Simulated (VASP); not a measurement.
# PtS2 in VASP: further runs

PtS2 is run at these levels: PBE+D3(BJ); tasks: single point.

All numbers are computed with VASP 6.6.1; they aren't measurements. Logs are shortened: lines on timing, memory, paths and dates and some standing lists are left out, and cuts for length are marked.

### 1 The cell of the first run

The cell holds a slab with vacuum, 6 atoms: a = 3.542 Å, b = 3.542 Å, c = 22.467 Å, α = 90.00°, β = 90.00°, γ = 120.00°.

### 2 Single point, PBE+D3(BJ) (layers slid over each other)

INCAR

```
PREC = Accurate
ENCUT = 520
EDIFF = 1E-7
ISMEAR = 0
SIGMA = 0.05
LREAL = False
LASPH = True
NELM = 60
ALGO = Normal
ISIF = 2
LWAVE = False
LCHARG = False
LDIPOL = True
IDIPOL = 3
DIPOL = 0.5 0.5 0.382
GGA = PE
IVDW = 12
NBANDS = 31
```

KPOINTS

```
Automatic mesh
0
Gamma
  9 9 1
```

POSCAR

```
PtS2
1.0
    3.5415278079      0.0000000000      0.0000000000
   -1.7707639039      3.0670530498      0.0000000000
    0.0000000000      0.0000000000     22.4670615492
S Pt
4 2
Direct
    0.6666666667      0.3333333333      0.2002932155
    0.3333333333      0.6666666667      0.3108341854
    0.5555555556      0.4444444444      0.4537100124
    0.8888888889      0.1111111111      0.5642509823
    0.0000000000      0.0000000000      0.2555637004
    1.2222222222      0.7777777778      0.5089804974
```

Potentials or basis: VASP PAW PBE potentials, release 64 (S, Pt).

Command:

```bash
$ cat potpaw_PBE.64/S/POTCAR potpaw_PBE.64/Pt/POTCAR > POTCAR
$ mpirun -np 1 vasp_std > vasp.out
```

OUTCAR:

```text
PREC = Accurate
   ENCUT = 520
   EDIFF = 1E-7
   ISMEAR = 0
   LREAL = False
   LASPH = True
   NELM = 60
   ISIF = 2
   GGA = PE
   IVDW = 12
 IVDW          = 12

 ion  position               nearest neighbor table
   1  0.667  0.333  0.200-   5 2.39   5 2.39   5 2.39
   2  0.333  0.667  0.311-   5 2.39   5 2.39   5 2.39
   3  0.556  0.444  0.454-   6 2.39   6 2.39   6 2.39
   4  0.889  0.111  0.564-   6 2.39   6 2.39   6 2.39
   5  0.000  0.000  0.256-   1 2.39   1 2.39   1 2.39   2 2.39   2 2.39   2 2.39
   6  0.222  0.778  0.509-   4 2.39   4 2.39   4 2.39   3 2.39   3 2.39   3 2.39

  LATTYP: Found a hexagonal cell.
 ALAT       =     3.5415278079
 C/A-ratio  =     6.3438896340

  Lattice vectors:

 A1 = (   3.5415278079,   0.0000000000,   0.0000000000)
 A2 = (  -1.7707639039,   3.0670530498,   0.0000000000)
 A3 = (   0.0000000000,   0.0000000000,  22.4670615492)

Analysis of symmetry for initial positions (statically):
=====================================================================
 Subroutine PRICEL returns:
 Original cell was already a primitive cell.

 Routine SETGRP: Setting up the symmetry group for a
 hexagonal supercell.

 Subroutine GETGRP returns: Found  2 space group operations
 (whereof  2 operations were pure point group operations)
 out of a pool of 24 trial point group operations.

The static configuration has the point symmetry C_1h.

Analysis of symmetry for dynamics (positions and initial velocities):
=====================================================================
 Subroutine PRICEL returns:
 Original cell was already a primitive cell.

 Routine SETGRP: Setting up the symmetry group for a
 hexagonal supercell.

 Subroutine GETGRP returns: Found  2 space group operations
 (whereof  2 operations were pure point group operations)
 out of a pool of 24 trial point group operations.

The dynamic configuration has the point symmetry C_1h.

 Subroutine INISYM returns: Found  2 space group operations
 (whereof  2 operations are pure point group operations),
 and found     1 'primitive' translations

----------------------------------------------------------------------------------------

                                     Primitive cell

  volume of cell :     244.0384

  direct lattice vectors                    reciprocal lattice vectors
     3.541527808  0.000000000  0.000000000     0.282364012  0.163022938  0.000000000
    -1.770763904  3.067053050  0.000000000     0.000000000  0.326045877  0.000000000
     0.000000000  0.000000000 22.467061549     0.000000000  0.000000000  0.044509603

  length of vectors
     3.541527808  3.541527808 22.467061549     0.326045877  0.326045877  0.044509603

  position of ions in fractional coordinates (direct lattice)
     0.666666667  0.333333333  0.200293215
     0.333333333  0.666666667  0.310834185
     0.555555556  0.444444444  0.453710012
     0.888888889  0.111111111  0.564250982
     0.000000000  0.000000000  0.255563700
     0.222222222  0.777777778  0.508980497

  ion indices of the primitive-cell ions
   primitive index   ion index
                 1           1
                 2           2
                 3           3
                 4           4
                 5           5
                 6           6

----------------------------------------------------------------------------------------

 KPOINTS: Automatic mesh

Automatic generation of k-mesh.
 Grid dimensions read from file:
 generate k-points for:    9    9    1

 Generating k-lattice:

  Cartesian coordinates                     Fractional coordinates (reciprocal lattice)
     0.031373779  0.018113660  0.000000000     0.111111111 -0.000000000  0.000000000
     0.000000000  0.036227320  0.000000000     0.000000000  0.111111111  0.000000000
     0.000000000  0.000000000  0.044509603     0.000000000  0.000000000  1.000000000

  Length of vectors
     0.036227320  0.036227320  0.044509603

  Shift w.r.t. Gamma in fractional coordinates (k-lattice)
     0.000000000  0.000000000  0.000000000

 Subroutine IBZKPT returns following result:
 ===========================================

 Found     25 irreducible k-points:

 Following reciprocal coordinates:
            Coordinates               Weight
  0.000000  0.000000  0.000000      1.000000
  0.111111 -0.000000  0.000000      4.000000
 -0.111111  0.111111  0.000000      2.000000
  0.222222  0.000000  0.000000      4.000000
 -0.222222  0.222222  0.000000      2.000000
  0.333333 -0.000000  0.000000      4.000000
[... 16 lines left out ...]
 -0.222222 -0.444444  0.000000      4.000000
  0.444444  0.333333  0.000000      4.000000
   k-points           NKPTS =     25   k-points in BZ     NKDIM =     25   number of bands    NBANDS=     31
   number of dos      NEDOS =    301   number of ions     NIONS =      6
   total plane-waves  NPLWV = 131712
   dimension x,y,z NGX =    28 NGY =   28 NGZ =  168
   dimension x,y,z NGXF=    56 NGYF=   56 NGZF=  336
   ions per type =               4   2
   NGX,Y,Z   is equivalent  to a cutoff of  13.14, 13.14, 12.43 a.u.
   NGXF,Y,Z  is equivalent  to a cutoff of  26.29, 26.29, 24.86 a.u.
 SYSTEM =  unknown system
   PREC   = accura    normal or accurate (medium, high low for compatibility)
   ISTART =      0    job   : 0-new  1-cont  2-samecut
   ICHARG =      2    charge: 1-file 2-atom 10-const
   ISPIN  =      1    spin polarized calculation?
   LNONCOLLINEAR =      F non collinear calculations
   LSORBIT =      F    spin-orbit coupling
   LASPH  =      T    aspherical Exc in radial PAW
   ENCUT  =  520.0 eV  38.22 Ry    6.18 a.u.   6.58  6.58 41.77*2*pi/ulx,y,z
   NELM   =     60;   NELMIN=  2; NELMDL= -5     # of ELM steps
   EDIFF  = 0.1E-06   stopping-criterion for ELM
   LREAL  =      F    real-space projection
   EDIFFG = 0.1E-05   stopping-criterion for IOM
   NSW    =      0    number of steps for IOM
   IBRION =     -1    ionic relax: 0-MD 1-quasi-New 2-CG
   NFREE  =      0    steps in history (QN), initial steepest desc. (CG)
   ISIF   =      2    stress and relaxation
   ISYM   =      2    0-nonsym 1-usesym 2-fastsym
   POTIM  = 0.5000    time-step for ionic-motion
   TEBEG  =    0.0;   TEEND  =   0.0 temperature during run
   PSTRESS=    0.0 pullay stress
   NELECT =      44.0000    total number of electrons
   NUPDOWN=      -1.0000    fix difference up-down
   EMIN   =  10.00;   EMAX   =-10.00  energy-range for DOS
   EFERMI =   0.00;   METHOD = LEGACY
   ISMEAR =     0;   SIGMA  =   0.05  broadening in eV -4-tet -1-fermi 0-gaus
   EFERMI_NEDOS =   21; number of points for ismear=-14 and -15
   IALGO  =     38    algorithm
   IMIX   =      4    mixing-type and parameters
     AMIX     =   0.40;   BMIX     =  1.00
     AMIX_MAG =   1.60;   BMIX_MAG =  1.00
  volume/ion in A,a.u.               =      40.67       274.48
  Fermi-wavevector in a.u.,A,eV,Ry     =   0.924854  1.747720 11.637800  0.855354
  Thomas-Fermi vector in A             =   2.050645
   LORBIT       =      0    0 simple, 1 ext, 2 COOP (PROOUT), +10 PAW based schemes
   GGA     = PE    functional components
   LHFCALC =     F    Hartree Fock is set to
   AEXX    =    0.0000 exact exchange contribution
   IVDW    =    12    specifies the selected vdW correction
   LEPSILON=     F    determine dielectric tensor
   LRPA    =     F    only Hartree local field effects (RPA)
 non-spin polarized calculation
 Gauss-broadening in eV      SIGMA  =   0.05
  energy-cutoff  :      520.00
  volume of cell :      244.04
 maximum number of plane-waves:      6671
   NGX = 13   NGY = 13   NGZ = 83

 number of electron      44.0000000 magnetization

 dipolmoment           0.000000      0.000000     -0.002004 electrons x Angstroem

 Free energy of the ion-electron system (eV)
  ---------------------------------------------------
  ext. energy  EPLUGINS =         0.00000000
  ---------------------------------------------------
  free energy    TOTEN  =       -30.87890028 eV

  energy without entropy =      -30.87890028  energy(sigma->0) =      -30.87890028

 E-fermi :  -0.2306     XC(G=0):  -5.4081

 val. band max:       -0.4982207229   @ k =   0.1111   0.1111   0.0000
 cond. band min:       0.8393271813   @ k =   0.2222   0.0000   0.0000
 fundamental gap:      1.3375479042
 Fermi energy:        -0.2306011071

 k-point     1 :       0.0000    0.0000    0.0000
  band No.  band energies     occupation
      1     -14.9306      2.00000
      2     -14.8558      2.00000
      3     -12.7729      2.00000
      4     -12.6167      2.00000
      5      -6.4061      2.00000
      6      -6.4035      2.00000
[... 23 lines left out ...]
     30       5.3362      0.00000
     31       5.6193      0.00000

 k-point     2 :       0.1111   -0.0000    0.0000
  band No.  band energies     occupation
      1     -14.7765      2.00000
      2     -14.7014      2.00000
      3     -12.7985      2.00000
      4     -12.6542      2.00000
      5      -6.4224      2.00000
      6      -6.3610      2.00000
[... 23 lines left out ...]
     30       5.9439      0.00000
     31       6.0086      0.00000

 k-point     3 :      -0.1111    0.1111    0.0000
  band No.  band energies     occupation
      1     -14.7762      2.00000
      2     -14.7017      2.00000
      3     -12.7976      2.00000
      4     -12.6550      2.00000
      5      -6.4235      2.00000
      6      -6.3615      2.00000
[... 23 lines left out ...]
     30       5.9732      0.00000
     31       5.9957      0.00000

 k-point     4 :       0.2222    0.0000    0.0000
  band No.  band energies     occupation
      1     -14.3495      2.00000
      2     -14.2741      2.00000
      3     -12.8647      2.00000
      4     -12.7489      2.00000
      5      -6.3896      2.00000
      6      -6.2567      2.00000
[... 23 lines left out ...]
     30       5.9307      0.00000
     31       6.8043      0.00000

 k-point     5 :      -0.2222    0.2222    0.0000
  band No.  band energies     occupation
      1     -14.3480      2.00000
      2     -14.2754      2.00000
      3     -12.8615      2.00000
      4     -12.7521      2.00000
      5      -6.3918      2.00000
      6      -6.2565      2.00000
[... 23 lines left out ...]
     30       5.9717      0.00000
     31       6.8128      0.00000
[... 542 lines left out ...]
     30       6.9182      0.00000
     31       7.5576      0.00000

 k-point    22 :       0.3333    0.2222    0.0000
  band No.  band energies     occupation
      1     -13.1434      2.00000
      2     -13.0740      2.00000
      3     -12.9753      2.00000
      4     -12.9197      2.00000
      5      -6.6706      2.00000
      6      -6.6188      2.00000
[... 23 lines left out ...]
     30       7.6052      0.00000
     31       7.9199      0.00000

 k-point    23 :      -0.2222   -0.4444    0.0000
  band No.  band energies     occupation
      1     -13.1395      2.00000
      2     -13.0760      2.00000
      3     -12.9746      2.00000
      4     -12.9222      2.00000
      5      -6.6722      2.00000
      6      -6.6188      2.00000
[... 23 lines left out ...]
     30       7.5881      0.00000
     31       7.8699      0.00000

 k-point    24 :       0.4444    0.3333    0.0000
  band No.  band energies     occupation
      1     -13.1328      2.00000
      2     -13.0799      2.00000
      3     -12.9720      2.00000
      4     -12.9275      2.00000
      5      -6.6673      2.00000
      6      -6.6252      2.00000
[... 23 lines left out ...]
     30       7.5546      0.00000
     31       7.9204      0.00000

 [... further k-points ...]

------------------------ aborting loop because EDIFF is reached ----------------------------------------

 vacuum level on the upper side and lower side of the slab       (xc-potential included)        -0.117        -0.083

 Edisp (eV)   -1.93236

 E8    (eV) :    -0.8006

  FORCE on cell =-STRESS in cart. coord.  units (eV):
  Direction    XX          YY          ZZ          XY          YZ          ZX
  --------------------------------------------------------------------------------------
  -------------------------------------------------------------------------------------
  Total      -0.41502    -0.48075    -0.71643    -0.05692    -0.12062     0.20891
  in kB      -2.72472    -3.15624    -4.70353    -0.37371    -0.79188     1.37158
  external pressure =       -3.53 kB  Pullay stress =        0.00 kB

 VOLUME and BASIS-vectors are now :
 -----------------------------------------------------------------------------
  energy-cutoff  :      520.00
  volume of cell :      244.04
      direct lattice vectors                 reciprocal lattice vectors
     3.541527808  0.000000000  0.000000000     0.282364012  0.163022938  0.000000000
    -1.770763904  3.067053050  0.000000000     0.000000000  0.326045877  0.000000000
     0.000000000  0.000000000 22.467061549     0.000000000  0.000000000  0.044509603

 POSITION                                       TOTAL-FORCE (eV/Angst)
 -----------------------------------------------------------------------------------
      1.77076      1.02235      4.50000        -0.023370      0.013493      0.034583
     -0.00000      2.04470      6.98353        -0.063801      0.036836     -0.040142
      1.18051      1.36313     10.19353         0.052531     -0.030329      0.030375
      2.95127      0.34078     12.67706         0.011980     -0.006916     -0.037486
      0.00000      0.00000      5.74177         0.032743     -0.018904      0.087660
     -0.59025      2.38549     11.43530        -0.010081      0.005820     -0.074990
 -----------------------------------------------------------------------------------
    total drift:                               -0.000105      0.000060     -0.000035

  FREE ENERGIE OF THE ION-ELECTRON SYSTEM (eV)
  ---------------------------------------------------
  free  energy   TOTEN  =       -32.8112627247 eV

  energy  without entropy=      -32.8112627247  energy(sigma->0) =      -32.81126272

 vacuum level on the upper side and lower side of the slab         5.381         5.416
```

Wall time 6 min (1 thread of Intel Xeon Platinum 8259CL at 2.50GHz (Skylake/Cascade Lake), shared host); peak memory 0.44 GiB.

Results:

```
Free energy                : -32.8113 eV
Largest force              : 0.095 eV/Å
Band gap on the k mesh     : 1.34 eV (least direct gap 1.48 eV)
Dispersion energy per atom : -0.322 eV
```

Forces in eV/Å, atoms in the order of the input:
```
S   -0.023  0.013  0.035
S   -0.064  0.037 -0.040
S    0.053 -0.030  0.030
S    0.012 -0.007 -0.037
Pt   0.033 -0.019  0.088
Pt  -0.010  0.006 -0.075
```

Levels at points of the mesh, in eV from the valence-band top:
```tsv
k point	band 19	band 20	band 21	band 22	band 23	band 24	band 25	band 26
(0.00, 0.00, 0.00)	-0.61	-0.58	-0.58	-0.44	2.84	2.86	2.90	2.93
```

Caveat: the cell differs from its parent crystal (layers slid over each other); spin-orbit coupling is left out, which moves the levels of the heavy elements.

### 3 Single point, PBE+D3(BJ) (layers slid over each other)

INCAR

```
SYSTEM = PtS2
PREC     = Accurate       ! precision mode
ENCUT    = 520            ! plane-wave cutoff, eV
EDIFF    = 1E-7           ! SCF threshold, eV
ISMEAR   = 0              ! smearing method
SIGMA    = 0.05           ! smearing width, eV
LREAL    = .FALSE.        ! projectors in reciprocal space
LASPH    = .TRUE.         ! aspherical terms in the spheres
NELM     = 60             ! most SCF steps
ALGO     = Normal         ! electronic algorithm
ISIF     = 2              ! what is computed and relaxed
LWAVE    = .FALSE.        ! write WAVECAR
LCHARG   = .TRUE.         ! write CHGCAR
LDIPOL   = .TRUE.       
IDIPOL   = 3            
DIPOL    = 0.5 0.5 0.394
GGA      = PE             ! functional
IVDW     = 12             ! dispersion correction
LELF     = .TRUE.         ! ELF
LVHAR    = .TRUE.       
LVACPOTAV= .TRUE.       
NBANDS   = 31             ! bands
```

KPOINTS

```
regular mesh
0
G
  9 9 1
  0 0 0
```

POSCAR

```
PtS2
1.0
    3.5415278079      0.0000000000      0.0000000000
   -1.7707639039      3.0670530498      0.0000000000
    0.0000000000      0.0000000000     22.4670615492
S Pt
4 2
Direct
    0.6666666667      0.3333333333      0.2002932155
    0.3333333333      0.6666666667      0.3108341854
    0.5555555556      0.4444444444      0.4773001022
    0.8888888889      0.1111111111      0.5878410722
    0.0000000000      0.0000000000      0.2555637004
    1.2222222222      0.7777777778      0.5325705872
```

Potentials or basis: VASP PAW PBE potentials, release 64 (S, Pt).

Command:

```bash
$ cat potpaw_PBE.64/S/POTCAR potpaw_PBE.64/Pt/POTCAR > POTCAR
$ mpirun -np 1 vasp_std > vasp.out
```

It took 4.5 min on 1 thread of Intel Xeon Platinum 8259CL at 2.50GHz (Skylake/Cascade Lake), shared host; peak memory 0.44 GiB.

Results (log left out):

| Item | Value |
| --- | --- |
| Free energy | -32.7538 eV |
| Largest force | 0.057 eV/Å |
| Band gap on the k mesh | 1.57 eV (least direct gap 1.67 eV) |
| Dispersion energy per atom | -0.308 eV |

Forces in eV/Å, atoms in the order of the input:
```
S   -0.005  0.003  0.042
S   -0.013  0.008  0.018
S    0.011 -0.006 -0.020
S    0.003 -0.002 -0.043
Pt   0.008 -0.004  0.056
Pt  -0.002  0.001 -0.053
```

Levels at points of the mesh, in eV from the valence-band top:
```csv
k point,band 20,band 21,band 22,band 23,band 24,band 25
"(0.00, 0.00, 0.00)",-0.39,-0.38,-0.38,3.07,3.08,3.10
```

Caveat: the cell differs from its parent crystal (layers slid over each other); spin-orbit coupling is left out, which moves the levels of the heavy elements.

(Continued in part 2 of 2.)
